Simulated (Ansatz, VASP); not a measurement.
Two plane-wave programs on GaSb

File INCAR:

```
ALGO = Normal
EDIFF = 1E-6
ENCUT = 520
GGA = PE
ISIF = 2
ISMEAR = 0
LASPH = True
LCHARG = False
LREAL = False
LWAVE = False
NBANDS = 16
NELM = 80
PREC = Accurate
SIGMA = 0.15
```

File KPOINTS:

```
k-points
0
Gamma
  14 14 14
```

Contents of POSCAR:

```
GaSb
1.0
    0.0000000000      2.8647957966      3.1037874286
    3.1037874286      0.0000000000      3.1037874286
    3.1037874286      2.8647957966      0.0000000000
Ga Sb
1 1
Direct
    0.0000000000      0.0000000000      0.0000000000
    0.7500000000      0.7500000000      0.7500000000
```

Input for Ansatz:

```yaml
crystal:
  lattice:
    - [0.0, 2.8647957966, 3.1037874286]
    - [3.1037874286, 0.0, 3.1037874286]
    - [3.1037874286, 2.8647957966, 0.0]
  atoms:
    - { symbol: Ga, position: [0.0, 0.0, 0.0] }
    - { symbol: Sb, position: [0.75, 0.75, 0.75] }
basis:
  ecutwfc: 420
kpoints:
  mp_grid: { grid: [14, 14, 14] }
hamiltonian:
  xc: pbe
  pseudopotentials: { kind: paw, azcp: { folder: soft_1 } }
scf:
  occupations: { method: gaussian, width: 0.15 }
output:
  forces: true
  stress: true
  eigenvalues: true
```

Alike in both runs: task single point; functional PBE; k mesh 14 × 14 × 14; occupations gaussian, width 0.15 eV; no spin polarisation.

|  | VASP | Ansatz |
| --- | --- | --- |
| version | VASP 6.6.1 | Ansatz 0.2.0 |
| potentials or method | VASP PAW PBE potentials, release 64 (Ga_d, Sb), cutoff 520 eV | scalar-relativistic, plane waves, PAW |
| valence electrons in the cell | 18 | 28 |

```csv
,VASP,Ansatz,Ansatz less VASP
pressure (GPa),4.5,4.5,-0.07
"traceless stress, the component that is largest in VASP (GPa)",1.90,1.90,+0.006
```

VASP's potentials hold 18 valence electrons a cell and Ansatz's 28, so a difference there can come from the potentials and not from the codes.

Spin-orbit coupling is off throughout.
